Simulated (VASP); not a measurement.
# LiH (F-43m) in VASP: G0W0 quasiparticle levels with PBE

Aim: the G0W0 quasiparticle levels of LiH with PBE.

Program: VASP 6.6.1. These are calculated values, not measurements. Logs are shortened: lines on timing, memory, paths and dates and some standing lists are left out, and cuts for length are marked.

### 1 The cell of the first run

It takes space group F-43m (No. 216, cubic). The conventional cell has a = 4.290 Å, b = 4.290 Å, c = 4.290 Å, α = 90.00°, β = 90.00°, γ = 90.00°. Li (site symmetry -43m) has 4 H at 1.86 Å within 2.5 Å. H (site symmetry -43m) has 4 Li at 1.86 Å within 2.5 Å.

### 2 G0W0 quasiparticle levels, PBE

Contents of POSCAR:

```
LiH
1.0
    0.0000000000      2.1451220099      2.1451220099
    2.1451220099      0.0000000000      2.1451220099
    2.1451220099      2.1451220099      0.0000000000
Li H
1 1
Direct
    0.0000000000      0.0000000000      0.0000000000
    0.2500000000      0.2500000000      0.2500000000
```

Contents of INCAR.step1:

```
SYSTEM = LiH
ALGO = Normal
EDIFF = 1E-8
ENCUT = 500
GGA = PE
ISMEAR = 0
LASPH = .TRUE.
LCHARG = .FALSE.
LREAL = .FALSE.
LWAVE = .TRUE.
NELM = 60
PREC = Accurate
SIGMA = 0.01
```

Contents of INCAR.step2:

```
SYSTEM = LiH
ALGO = Exact
EDIFF = 1E-8
ENCUT = 500
GGA = PE
ISMEAR = 0
ISTART = 1
LASPH = .TRUE.
LCHARG = .FALSE.
LOPTICS = .TRUE.
LREAL = .FALSE.
LWAVE = .TRUE.
NBANDS = 83
NELM = 1
PREC = Accurate
SIGMA = 0.01
```

Contents of INCAR.step3:

```
SYSTEM = LiH
ALGO = EVGW0
EDIFF = 1E-8
ENCUT = 500
ENCUTGW = 150.0
GGA = PE
ISMEAR = 0
ISTART = 1
LASPH = .TRUE.
LCHARG = .FALSE.
LREAL = .FALSE.
LWAVE = .FALSE.
NBANDS = 83
NBANDSGW = 9
NELMGW = 1
NOMEGA = 96
OMEGAMAX = 20
PREC = Accurate
PRECFOCK = Fast
SIGMA = 0.01
```

Contents of KPOINTS:

```
k-points
0
G
  6 6 6
  0 0 0
```

Potentials or basis: VASP PAW PBE potentials, release 64 (Li_GW, H_GW).

Started as:

```console
cat potpaw_PBE.64/Li_GW/POTCAR potpaw_PBE.64/H_GW/POTCAR > POTCAR
cp INCAR.step1 INCAR
mpirun -np 1 vasp_std > vasp.out
cp INCAR.step2 INCAR
mpirun -np 1 vasp_std > vasp.out
cp INCAR.step3 INCAR
mpirun -np 1 vasp_std > vasp.out
```

OUTCAR:

```text
SYSTEM = LiH
   EDIFF = 1E-8
   ENCUT = 500
   ENCUTGW = 150.0
   GGA = PE
   ISMEAR = 0
   ISTART = 1
   LASPH = .TRUE.
   LREAL = .FALSE.
   NELMGW = 1
   PREC = Accurate
   PRECFOCK = Fast

 ion  position               nearest neighbor table
   1  0.000  0.000  0.000-   2 1.86   2 1.86   2 1.86   2 1.86
   2  0.250  0.250  0.250-   1 1.86   1 1.86   1 1.86   1 1.86

  LATTYP: Found a face centered cubic cell.
 ALAT       =     4.2902440198

  Lattice vectors:

 A1 = (   0.0000000000,   2.1451220099,   2.1451220099)
 A2 = (   2.1451220099,   0.0000000000,   2.1451220099)
 A3 = (   2.1451220099,   2.1451220099,   0.0000000000)

Analysis of symmetry for initial positions (statically):
=====================================================================
 Subroutine PRICEL returns:
 Original cell was already a primitive cell.

 Routine SETGRP: Setting up the symmetry group for a
 face centered cubic supercell.

 Subroutine GETGRP returns: Found 24 space group operations
 (whereof 24 operations were pure point group operations)
 out of a pool of 48 trial point group operations.

The static configuration has the point symmetry T_d .

Analysis of symmetry for dynamics (positions and initial velocities):
=====================================================================
 Subroutine PRICEL returns:
 Original cell was already a primitive cell.

 Routine SETGRP: Setting up the symmetry group for a
 face centered cubic supercell.

 Subroutine GETGRP returns: Found 24 space group operations
 (whereof 24 operations were pure point group operations)
 out of a pool of 48 trial point group operations.

The dynamic configuration has the point symmetry T_d .

 Subroutine INISYM returns: Found 24 space group operations
 (whereof 24 operations are pure point group operations),
 and found     1 'primitive' translations

----------------------------------------------------------------------------------------

                                     Primitive cell

  volume of cell :      19.7418

  direct lattice vectors                    reciprocal lattice vectors
     0.000000000  2.145122010  2.145122010    -0.233086975  0.233086975  0.233086975
     2.145122010  0.000000000  2.145122010     0.233086975 -0.233086975  0.233086975
     2.145122010  2.145122010  0.000000000     0.233086975  0.233086975 -0.233086975

  length of vectors
     3.033660639  3.033660639  3.033660639     0.403718483  0.403718483  0.403718483

  position of ions in fractional coordinates (direct lattice)
     0.000000000  0.000000000  0.000000000
     0.250000000  0.250000000  0.250000000

  ion indices of the primitive-cell ions
   primitive index   ion index
                 1           1
                 2           2

----------------------------------------------------------------------------------------

 KPOINTS: k-points

Automatic generation of k-mesh.
 Grid dimensions read from file:
 generate k-points for:    6    6    6

 Generating k-lattice:

  Cartesian coordinates                     Fractional coordinates (reciprocal lattice)
    -0.038847829  0.038847829  0.038847829     0.166666667  0.000000000  0.000000000
     0.038847829 -0.038847829  0.038847829     0.000000000  0.166666667  0.000000000
     0.038847829  0.038847829 -0.038847829     0.000000000  0.000000000  0.166666667

  Length of vectors
     0.067286414  0.067286414  0.067286414

  Shift w.r.t. Gamma in fractional coordinates (k-lattice)
     0.000000000  0.000000000  0.000000000

 Subroutine IBZKPT returns following result:
 ===========================================

 Found     16 irreducible k-points:

 Following reciprocal coordinates:
            Coordinates               Weight
  0.000000  0.000000  0.000000      1.000000
  0.166667  0.000000  0.000000      8.000000
  0.333333  0.000000  0.000000      8.000000
  0.500000  0.000000  0.000000      4.000000
  0.166667  0.166667  0.000000      6.000000
  0.333333  0.166667  0.000000     24.000000
[... 8 lines left out ...]
 -0.333333  0.333333  0.166667     24.000000
 -0.333333  0.500000  0.166667     12.000000
   k-points           NKPTS =     16   k-points in BZ     NKDIM =    216   number of bands    NBANDS=     83
   number of dos      NEDOS =    301   number of ions     NIONS =      2
   total plane-waves  NPLWV =  13824
   dimension x,y,z NGX =    24 NGY =   24 NGZ =   24
   dimension x,y,z NGXF=    48 NGYF=   48 NGZF=   48
   ions per type =               1   1
   NGX,Y,Z   is equivalent  to a cutoff of  13.15, 13.15, 13.15 a.u.
   NGXF,Y,Z  is equivalent  to a cutoff of  26.30, 26.30, 26.30 a.u.
 SYSTEM =  LiH
   PREC   = accura    normal or accurate (medium, high low for compatibility)
   ISTART =      1    job   : 0-new  1-cont  2-samecut
   ICHARG =      0    charge: 1-file 2-atom 10-const
   ISPIN  =      1    spin polarized calculation?
   LNONCOLLINEAR =      F non collinear calculations
   LSORBIT =      F    spin-orbit coupling
   LASPH  =      T    aspherical Exc in radial PAW
   ENCUT  =  500.0 eV  36.75 Ry    6.06 a.u.   5.53  5.53  5.53*2*pi/ulx,y,z
   NELM   =     60;   NELMIN=  2; NELMDL=  0     # of ELM steps
   EDIFF  = 0.1E-07   stopping-criterion for ELM
   LREAL  =      F    real-space projection
   EDIFFG = 0.1E-06   stopping-criterion for IOM
   NSW    =      0    number of steps for IOM
   IBRION =     -1    ionic relax: 0-MD 1-quasi-New 2-CG
   NFREE  =      0    steps in history (QN), initial steepest desc. (CG)
   ISIF   =      0    stress and relaxation
   ISYM   =      3    0-nonsym 1-usesym 2-fastsym
   POTIM  = 0.5000    time-step for ionic-motion
   TEBEG  =    0.0;   TEEND  =   0.0 temperature during run
   PSTRESS=    0.0 pullay stress
   NELECT =       2.0000    total number of electrons
   NUPDOWN=      -1.0000    fix difference up-down
   EMIN   =  10.00;   EMAX   =-10.00  energy-range for DOS
   EFERMI =   0.00;   METHOD = LEGACY
   ISMEAR =     0;   SIGMA  =   0.01  broadening in eV -4-tet -1-fermi 0-gaus
   EFERMI_NEDOS =   21; number of points for ismear=-14 and -15
   IALGO  =     38    algorithm
   IMIX   =      4    mixing-type and parameters
     AMIX     =   0.40;   BMIX     =  1.00
     AMIX_MAG =   1.60;   BMIX_MAG =  1.00
  volume/ion in A,a.u.               =       9.87        66.61
  Fermi-wavevector in a.u.,A,eV,Ry     =   0.763173  1.442187  7.924476  0.582433
  Thomas-Fermi vector in A             =   1.862796
   LORBIT       =      0    0 simple, 1 ext, 2 COOP (PROOUT), +10 PAW based schemes
   GGA     = PE    functional components
   LHFCALC =     T    Hartree Fock is set to
   PRECFOCK=fast      Normal, Fast or Accurate (Low or Medium for compatibility)
   ENCUT4O =  -1.0   cutoff for four orbital integrals eV
   NKREDX  =     1    reduce k-point grid by
   NKREDY  =     1    reduce k-point grid by
   NKREDZ  =     1    reduce k-point grid by
   AEXX    =    1.0000 exact exchange contribution
   HFSCREEN=    0.0000 screening length (either q_TF or 0.3 A-1)
   HFSCREENC=   0.0000 screening length for correlation (either q_TF or 0.3 A-1)
   ENCUTFOCK=  -1.0 apply spherical cutoff to Coloumb kernel
   IVDW    =     0    specifies the selected vdW correction
   LEPSILON=     F    determine dielectric tensor
   LRPA    =     F    only Hartree local field effects (RPA)
   LRPAFORCE           =     F    calculate RPA forces
   ENCUTGW             = 150.0    cutoff for response function in eV
   ENCUTGWSOFT         = 120.0    soft cutoff for Coulomb kernel in GW response function in eV
   ENCUTLF             =  -1.0    cutoff for local field effects
   NELMGW              =     1    number of iterations in solving QP/BSE equation
   NELMHF              =     1    number of iterations in the inner HF iteration
   NKREDLFX            =     1    NKREDLFY  =   1   NKREDLFZ  =   1
 non-spin polarized calculation
 Gauss-broadening in eV      SIGMA  =   0.01
  energy-cutoff  :      500.00
  volume of cell :       19.74
 maximum number of plane-waves:       531
 NGX is ok and might be reduce to    24
  NGX = 14; NGY = 14; NGZ = 14
   NGX = 11   NGY = 11   NGZ = 11
 maximum number of plane-waves:        92
 NGX is ok and might be reduce to    14

 QP shifts <psi_nk| G(iteration)W_0 |psi_nk>: iteration 1
 for sc-GW calculations column KS-energies equals QP-energies in previous step
 and V_xc(KS)=  KS-energies - (<T + V_ion + V_H > + <T+V_H+V_ion>^1  + <V_x>^1)

 k-point   1 :       0.0000    0.0000    0.0000
  band No.  KS-energies  QP-energies   sigma(KS)   V_xc(KS)     V^pw_x(r,r')   Z            occupation Imag(sigma)

      1      -7.6158      -9.2969     -11.4155      -8.9139     -14.4432       0.6720       2.0000       0.1551
      2       9.2080       9.7944      -9.1862      -9.9986      -4.0590       0.7218       0.0000      -0.6536
      3      13.3667      14.4304      -5.7680      -7.2149      -0.9667       0.7352       0.0000      -0.5431
      4      13.3667      14.4304      -5.7680      -7.2149      -0.9667       0.7352       0.0000      -0.5431
      5      13.3667      14.4304      -5.7680      -7.2149      -0.9667       0.7352       0.0000      -0.5431
      6      15.9435      16.8519      -6.6675      -7.7852      -1.8184       0.8127       0.0000      -1.3928
      7      15.9435      16.8519      -6.6675      -7.7852      -1.8184       0.8127       0.0000      -1.3928
      8      15.9435      16.8519      -6.6675      -7.7852      -1.8184       0.8127       0.0000      -1.3928
      9      22.8909      23.6511      -5.1647      -5.9476      -0.5671       0.9711       0.0000      -1.7491

 k-point   2 :       0.1667    0.0000    0.0000
  band No.  KS-energies  QP-energies   sigma(KS)   V_xc(KS)     V^pw_x(r,r')   Z            occupation Imag(sigma)

      1      -7.1790      -8.8698     -11.4782      -9.0146     -14.2865       0.6863       2.0000       0.1313
      2       6.6770       7.3398      -7.8106      -8.7334      -3.4334       0.7182       0.0000      -0.2402
      3      11.8171      12.7166      -6.9769      -8.1436      -2.0537       0.7710       0.0000      -0.7427
      4      12.2675      13.3233      -5.9580      -7.3494      -1.2910       0.7588       0.0000      -0.5570
      5      12.2675      13.3233      -5.9580      -7.3494      -1.2910       0.7588       0.0000      -0.5570
      6      17.4287      18.5472      -6.4622      -7.7433      -1.5363       0.8731       0.0000      -1.4581
      7      17.4287      18.5472      -6.4622      -7.7433      -1.5363       0.8731       0.0000      -1.4581
      8      19.6853      20.4845      -5.4158      -6.3641      -0.7077       0.8428       0.0000      -1.4062
      9      20.8291      21.7432      -5.5815      -6.6479      -0.9012       0.8573       0.0000      -1.8227

 k-point   3 :       0.3333    0.0000    0.0000
  band No.  KS-energies  QP-energies   sigma(KS)   V_xc(KS)     V^pw_x(r,r')   Z            occupation Imag(sigma)

      1      -5.9736      -7.6438     -11.7342      -9.4155     -14.0008       0.7203       2.0000       0.0879
      2       2.4295       3.1262      -6.7746      -7.6680      -3.3329       0.7798       0.0000      -0.0767
      3      11.3750      12.4924      -5.9819      -7.4475      -1.4517       0.7625       0.0000      -0.4629
      4      11.3750      12.4924      -5.9819      -7.4475      -1.4517       0.7625       0.0000      -0.4629
      5      12.0786      12.7895      -7.5652      -8.4987      -2.4761       0.7615       0.0000      -0.8721
      6      16.0630      16.7746      -6.2777      -7.1185      -1.3339       0.8463       0.0000      -1.3590
      7      16.0630      16.7746      -6.2777      -7.1185      -1.3339       0.8463       0.0000      -1.3590
      8      18.5216      19.3450      -5.5635      -6.5153      -0.8267       0.8652       0.0000      -1.3566
      9      23.8136      25.3249      -5.5761      -7.1740      -0.9790       0.9458       0.0000      -2.0778
[... 147 lines left out ...]
      1      -4.1980      -5.8102     -12.7257     -10.5684     -14.4436       0.7474       2.0000       0.0500
      2       1.2530       1.9509      -5.7979      -6.6757      -2.5152       0.7950       0.0000      -0.0639
      3       5.1738       5.9042      -5.9952      -6.9598      -2.1255       0.7572       0.0000      -0.1167
      4       7.7623       8.5987      -6.1906      -7.2839      -2.0114       0.7651       0.0000      -0.2404
      5      13.2925      14.1458      -6.6754      -7.8066      -1.6803       0.7544       0.0000      -0.7945
      6      16.1564      17.0111      -6.3970      -7.4737      -1.4032       0.7938       0.0000      -1.2017
      7      19.2919      20.4976      -5.9794      -7.3879      -1.1635       0.8560       0.0000      -1.5792
      8      21.9935      23.1563      -5.7121      -7.0489      -0.8485       0.8699       0.0000      -1.8183
      9      26.0650      27.9572      -5.9042      -7.8461      -1.2769       0.9744       0.0000      -2.2421

 k-point  16 :      -0.3333    0.5000    0.1667
  band No.  KS-energies  QP-energies   sigma(KS)   V_xc(KS)     V^pw_x(r,r')   Z            occupation Imag(sigma)

      1      -3.9861      -5.5754     -12.8184     -10.6944     -14.4769       0.7483       2.0000       0.0481
      2       2.9651       3.6964      -5.6784      -6.6177      -1.9970       0.7785       0.0000      -0.0862
      3       3.0393       3.7816      -5.9325      -6.8701      -2.5324       0.7918       0.0000      -0.0738
      4       7.0285       7.8601      -6.1805      -7.2682      -2.1159       0.7645       0.0000      -0.1927
      5      11.9969      12.8202      -6.7409      -7.8243      -1.9040       0.7599       0.0000      -0.7522
      6      15.6337      16.4351      -5.9094      -6.9018      -0.9124       0.8076       0.0000      -1.0753
      7      19.9900      21.3001      -6.4163      -7.9148      -1.5020       0.8743       0.0000      -1.7352
      8      24.1873      25.6084      -5.4949      -6.9997      -0.7733       0.9444       0.0000      -2.0696
      9      29.3783      31.2877      -5.7158      -7.8343      -1.0641       0.9013       0.0000      -2.3393
```

Wall time 2.8 min (1 thread of AMD EPYC 9R45 (Zen 5), shared host); peak memory 0.33 GiB.

What came out:

- Quasiparticle gap: 6.48 eV
- Least direct quasiparticle gap: 7.50 eV
- Band gap of the starting levels on the mesh: 4.29 eV
- Least direct gap of the starting levels on the mesh: 5.26 eV

Caveat: the k points lie up to 0.42 Å⁻¹ apart; bands, screening cutoff and mesh are small and nothing is extrapolated, so the quasiparticle values aren't converged; the structure was generated, so it needn't be the stable form of LiH.
